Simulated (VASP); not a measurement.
# SiC (P6_3mc) in VASP: single point with PBE

Aim: the single point of SiC with PBE.

Program: VASP 6.6.1. These are calculated values, not measurements. Logs are shortened: lines on timing, memory, paths and dates and some standing lists are left out, and cuts for length are marked.

## 1. The cell of the first run

It takes space group P6_3mc (No. 186, hexagonal). Conventional cell: a = 3.094 Å, b = 3.094 Å, c = 10.129 Å, α = 90.00°, β = 90.00°, γ = 120.00°. Within 2.5 Å of Si (site symmetry 3m) lie 4 C at 1.90 Å. Within 2.5 Å of Si (site symmetry 3m) lie 4 C at 1.89 to 1.90 Å. Within 2.5 Å of C (site symmetry 3m) lie 4 Si at 1.89 to 1.90 Å. C (site symmetry 3m) has 4 Si at 1.90 Å within 2.5 Å.

## 2. Single point, PBE

File INCAR:

```
SYSTEM = SiC
PREC     = Accurate       ! precision mode
ENCUT    = 520            ! plane-wave cutoff, eV
EDIFF    = 1E-6           ! SCF threshold, eV
ISMEAR   = 0              ! smearing method
SIGMA    = 0.01           ! smearing width, eV
LREAL    = Auto         
LASPH    = .TRUE.         ! aspherical terms in the spheres
NELM     = 80             ! most SCF steps
ALGO     = Normal         ! electronic algorithm
ISIF     = 2              ! what is computed and relaxed
LWAVE    = .FALSE.        ! write WAVECAR
LCHARG   = .TRUE.         ! write CHGCAR
GGA      = PE             ! functional
LELF     = .TRUE.         ! ELF
LVHAR    = .TRUE.       
NBANDS   = 146            ! bands
```

File KPOINTS:

```
regular mesh
0
G
  2 2 2
  0 0 0
```

File POSCAR:

```
SiC
1.0
    1.5470600903      8.0387600360      0.0000000000
    6.1882403609     -5.3591733574      0.0000000000
    0.0000000000      0.0000000000    -10.1293392009
Si C
28 28
Direct
    0.2380952381      0.1904761905      0.0621558122
    0.3809523810      0.9047619048      0.0621558122
    0.5238095238      0.6190476190      0.0621558122
    0.6666666667      0.3333333333      0.0621558122
    0.8095238095      0.0476190476      0.0621558122
    0.9523809524      0.7619047619      0.0621558122
    0.0952380952      0.4761904762      0.0621558122
    0.1904761905      0.9523809524      0.5621558122
    0.3333333333      0.6666666667      0.5621558122
    0.4761904762      0.3809523810      0.5621558122
    0.6190476190      0.0952380952      0.5621558122
    0.7619047619      0.8095238095      0.5621558122
    0.9047619048      0.5238095238      0.5621558122
    0.0476190476      0.2380952381      0.5621558122
    0.0000000000      0.0000000000      0.3121004435
    0.1428571429      0.7142857143      0.3121004435
    0.2857142857      0.4285714286      0.3121004435
    0.4285714286      0.1428571429      0.3121004435
    0.5714285714      0.8571428571      0.3121004435
    0.7142857143      0.5714285714      0.3121004435
    0.8571428571      0.2857142857      0.3121004435
    0.0000000000      0.0000000000      0.8121004435
    0.1428571429      0.7142857143      0.8121004435
    0.2857142857      0.4285714286      0.8121004435
    0.4285714286      0.1428571429      0.8121004435
    0.5714285714      0.8571428571      0.8121004435
    0.7142857143      0.5714285714      0.8121004435
    0.8571428571      0.2857142857      0.8121004435
    0.2380952381      0.1904761905      0.2501925541
    0.3809523810      0.9047619048      0.2501925541
    0.5238095238      0.6190476190      0.2501925541
    0.6666666667      0.3333333333      0.2501925541
    0.8095238095      0.0476190476      0.2501925541
    0.9523809524      0.7619047619      0.2501925541
    0.0952380952      0.4761904762      0.2501925541
    0.1904761905      0.9523809524      0.7501925541
    0.3333333333      0.6666666667      0.7501925541
    0.4761904762      0.3809523810      0.7501925541
    0.6190476190      0.0952380952      0.7501925541
    0.7619047619      0.8095238095      0.7501925541
    0.9047619048      0.5238095238      0.7501925541
    0.0476190476      0.2380952381      0.7501925541
    0.4285714286      0.1428571429      0.4995521902
    0.5714285714      0.8571428571      0.4995521902
    0.7142857143      0.5714285714      0.4995521902
    0.8571428571      0.2857142857      0.4995521902
    0.0000000000      1.0000000000      0.4995521902
    0.1428571429      0.7142857143      0.4995521902
    0.2857142857      0.4285714286      0.4995521902
    0.4285714286      0.1428571429      0.9995521902
    0.5714285714      0.8571428571      0.9995521902
    0.7142857143      0.5714285714      0.9995521902
    0.8571428571      0.2857142857      0.9995521902
    0.0000000000      1.0000000000      0.9995521902
    0.1428571429      0.7142857143      0.9995521902
    0.2857142857      0.4285714286      0.9995521902
```

Potentials or basis: VASP PAW PBE potentials, release 64 (Si, C).

Command:

```sh
$ cat potpaw_PBE.64/Si/POTCAR potpaw_PBE.64/C/POTCAR > POTCAR
$ mpirun -np 1 vasp_std > vasp.out
```

OUTCAR:

```text
SYSTEM = SiC
   PREC = Accurate
   ENCUT = 520
   EDIFF = 1E-6
   ISMEAR = 0
   LREAL = Auto
   LASPH = .TRUE.
   NELM = 80
   ISIF = 2
   GGA = PE

 ion  position               nearest neighbor table
   1  0.238  0.190  0.062-  54 1.90  56 1.90  50 1.90  29 1.90   3 3.09   6 3.09   5 3.09   2 3.09
                             7 3.09   4 3.09  15 3.10  17 3.10  18 3.10  22 3.10  24 3.10  25 3.10
   2  0.381  0.905  0.062-  51 1.90  55 1.90  50 1.90  30 1.90   4 3.09   5 3.09   6 3.09   1 3.09
                             7 3.09   3 3.09  19 3.10  16 3.10  18 3.10  26 3.10  23 3.10  25 3.10
   3  0.524  0.619  0.062-  56 1.90  51 1.90  52 1.90  31 1.90   1 3.09   5 3.09   6 3.09   4 3.09
                             7 3.09   2 3.09  17 3.10  19 3.10  20 3.10  24 3.10  26 3.10  27 3.10
   4  0.667  0.333  0.062-  53 1.90  50 1.90  52 1.90  32 1.90   7 3.09   2 3.09   5 3.09   6 3.09
                             3 3.09   1 3.09  21 3.10  18 3.10  20 3.10  28 3.10  25 3.10  27 3.10
   5  0.810  0.048  0.062-  51 1.90  53 1.90  54 1.90  33 1.90   2 3.09   4 3.09   3 3.09   7 3.09
                             1 3.09   6 3.09  19 3.10  21 3.10  15 3.10  26 3.10  28 3.10  22 3.10
   6  0.952  0.762  0.062-  52 1.90  54 1.90  55 1.90  34 1.90   7 3.09   4 3.09   1 3.09   2 3.09
                             3 3.09   5 3.09  20 3.10  15 3.10  16 3.10  27 3.10  22 3.10  23 3.10
   7  0.095  0.476  0.062-  55 1.90  53 1.90  56 1.90  35 1.90   4 3.09   6 3.09   5 3.09   1 3.09
                             2 3.09   3 3.09  16 3.10  21 3.10  17 3.10  23 3.10  28 3.10  24 3.10
   8  0.190  0.952  0.562-  43 1.90  48 1.90  47 1.90  36 1.90  11 3.09   9 3.09  10 3.09  13 3.09
                            12 3.09  14 3.09  25 3.10  23 3.10  22 3.10  18 3.10  16 3.10  15 3.10
   9  0.333  0.667  0.562-  48 1.90  44 1.90  49 1.90  37 1.90  13 3.09  11 3.09   8 3.09  14 3.09
[... 74 lines left out ...]
 A1 = (   1.5470600903,   8.0387600360,   0.0000000000)
 A2 = (   6.1882403609,  -5.3591733574,   0.0000000000)
 A3 = (   0.0000000000,   0.0000000000, -10.1293392009)

Analysis of symmetry for initial positions (statically):
=====================================================================
 Subroutine PRICEL returns following result:

  LATTYP: Found a hexagonal cell.
 ALAT       =     3.0941201814
 C/A-ratio  =     3.2737381249

  Lattice vectors:

 A1 = (  -1.5470600907,  -2.6795866795,   0.0000000000)
 A2 = (  -1.5470600901,   2.6795866790,   0.0000000000)
 A3 = (   0.0000000000,   0.0000000000, -10.1293392009)

   7 primitive cells build up your supercell.

 Routine SETGRP: Setting up the symmetry group for a
 hexagonal supercell.

 Subroutine GETGRP returns: Found  6 space group operations
 (whereof  3 operations were pure point group operations)
 out of a pool of 24 trial point group operations.

The static configuration has the point symmetry C_3 .
 The point group associated with its full space group is C_6 .

Analysis of symmetry for dynamics (positions and initial velocities):
=====================================================================
 Subroutine PRICEL returns following result:
[... 129 lines left out ...]
   IALGO  =     38    algorithm
   IMIX   =      4    mixing-type and parameters
     AMIX     =   0.40;   BMIX     =  1.00
     AMIX_MAG =   1.60;   BMIX_MAG =  1.00
  volume/ion in A,a.u.               =      10.50        70.84
  Fermi-wavevector in a.u.,A,eV,Ry     =   1.186851  2.242823 19.165368  1.408615
  Thomas-Fermi vector in A             =   2.323015
   LORBIT       =      0    0 simple, 1 ext, 2 COOP (PROOUT), +10 PAW based schemes
   GGA     = PE    functional components
   LHFCALC =     F    Hartree Fock is set to
   AEXX    =    0.0000 exact exchange contribution
   IVDW    =     0    specifies the selected vdW correction
   LEPSILON=     F    determine dielectric tensor
   LRPA    =     F    only Hartree local field effects (RPA)
 non-spin polarized calculation
 Gauss-broadening in eV      SIGMA  =   0.01
  energy-cutoff  :      520.00
  volume of cell :      587.87
 maximum number of plane-waves:     15856
 NGX is ok and might be reduce to    64
   NGX = 31   NGY = 31   NGZ = 37

 number of electron     224.0000006 magnetization

 Free energy of the ion-electron system (eV)
  ---------------------------------------------------
  ext. energy  EPLUGINS =         0.00000000
  ---------------------------------------------------
  free energy    TOTEN  =      -421.73264413 eV

  energy without entropy =     -421.73264413  energy(sigma->0) =     -421.73264413

 E-fermi :   8.0895     XC(G=0): -11.2896

 val. band max:        8.0114261522   @ k =   0.0000   0.0000   0.0000
 cond. band min:      10.2338875104   @ k =   0.5000  -0.0000   0.0000
 fundamental gap:      2.2224613582
 Fermi energy:         8.0894771183

 k-point     1 :       0.0000    0.0000    0.0000
  band No.  band energies     occupation
      1      -7.3546      2.00000
      2      -6.1912      2.00000
      3      -6.1560      2.00000
      4      -5.0350      2.00000
      5      -5.0350      2.00000
      6      -5.0350      2.00000
[... 497 lines left out ...]
    123      12.1849      0.00000
    124      12.1849      0.00000
 [bands above 124 left out]

------------------------ aborting loop because EDIFF is reached ----------------------------------------

  FORCE on cell =-STRESS in cart. coord.  units (eV):
  Direction    XX          YY          ZZ          XY          YZ          ZX
  --------------------------------------------------------------------------------------
  -------------------------------------------------------------------------------------
  Total       -0.2719325     -0.2719325     -0.2067813     -0.0000000      0.0000000      0.0000000
  in kB       -0.7411184     -0.7411184     -0.5635567     -0.0000001      0.0000000      0.0000000
  external PRESSURE =      -0.6819312 kB  Pullay stress =       0.0000000 kB

 VOLUME and BASIS-vectors are now :
 -----------------------------------------------------------------------------
  energy-cutoff  :      520.00
  volume of cell :      587.87
      direct lattice vectors                 reciprocal lattice vectors
     1.547060090  8.038760036  0.000000000     0.092341043  0.106626252  0.000000000
     6.188240361 -5.359173357  0.000000000     0.138511565 -0.026656563  0.000000000
     0.000000000  0.000000000-10.129339201     0.000000000  0.000000000 -0.098723123

 POSITION                                       TOTAL-FORCE (eV/Angst)
 -----------------------------------------------------------------------------------
      1.54706      0.89320     -0.62960         0.000000      0.000000      0.004129
      6.18824     -1.78639     -0.62960         0.000000      0.000000      0.004129
      4.64118      0.89320     -0.62960         0.000000     -0.000000      0.004129
      3.09412      3.57278     -0.62960         0.000000     -0.000000      0.004129
      1.54706      6.25237     -0.62960         0.000000      0.000000      0.004129
      6.18824      3.57278     -0.62960         0.000000      0.000000      0.004129
[... 48 lines left out ...]
      4.64118     -2.67959    -10.12480         0.000000      0.000000      0.000081
      3.09412     -0.00000    -10.12480         0.000000     -0.000000      0.000081
 -----------------------------------------------------------------------------------
    total drift:                               -0.000000     -0.000000      0.005557

  FREE ENERGIE OF THE ION-ELECTRON SYSTEM (eV)
  ---------------------------------------------------
  free  energy   TOTEN  =      -421.7326441326 eV

  energy  without entropy=     -421.7326441326  energy(sigma->0) =     -421.73264413
```

Wall time 13 min (1 thread of Intel Xeon Platinum 8259CL at 2.50GHz (Skylake/Cascade Lake), shared host); peak memory 0.74 GiB.

What came out:

```
Free energy            : -421.7326 eV
Pressure               : -0.1 GPa
Largest force          : 0.004 eV/Å
Band gap on the k mesh : 2.22 eV
```

Forces in eV/Å, atoms in the order of the input:
```
Si   0.000  0.000  0.004
Si   0.000  0.000  0.004
Si   0.000  0.000  0.004
Si   0.000  0.000  0.004
Si   0.000  0.000  0.004
Si   0.000  0.000  0.004
Si   0.000  0.000  0.004
Si   0.000  0.000  0.004
Si   0.000  0.000  0.004
Si   0.000  0.000  0.004
Si   0.000  0.000  0.004
Si   0.000  0.000  0.004
Si   0.000  0.000  0.004
Si   0.000  0.000  0.004
Si   0.000  0.000 -0.004
Si   0.000  0.000 -0.004
Si   0.000  0.000 -0.004
Si   0.000  0.000 -0.004
Si   0.000  0.000 -0.004
Si   0.000  0.000 -0.004
Si   0.000  0.000 -0.004
Si   0.000  0.000 -0.004
Si   0.000  0.000 -0.004
Si   0.000  0.000 -0.004
Si   0.000  0.000 -0.004
Si   0.000  0.000 -0.004
Si   0.000  0.000 -0.004
Si   0.000  0.000 -0.004
C    0.000  0.000  0.000
C    0.000  0.000  0.000
C    0.000  0.000  0.000
C    0.000  0.000  0.000
C    0.000  0.000  0.000
C    0.000  0.000  0.000
C    0.000  0.000  0.000
C    0.000  0.000  0.000
C    0.000  0.000  0.000
C    0.000  0.000  0.000
C    0.000  0.000  0.000
C    0.000  0.000  0.000
C    0.000  0.000  0.000
C    0.000  0.000  0.000
C    0.000  0.000  0.000
C    0.000  0.000  0.000
C    0.000  0.000  0.000
C    0.000  0.000  0.000
C    0.000  0.000  0.000
C    0.000  0.000  0.000
C    0.000  0.000  0.000
C    0.000  0.000  0.000
C    0.000  0.000  0.000
C    0.000  0.000  0.000
C    0.000  0.000  0.000
C    0.000  0.000  0.000
C    0.000  0.000  0.000
C    0.000  0.000  0.000
```

Caveat: the k points lie up to 0.44 Å⁻¹ apart. A k mesh can miss the band edges.
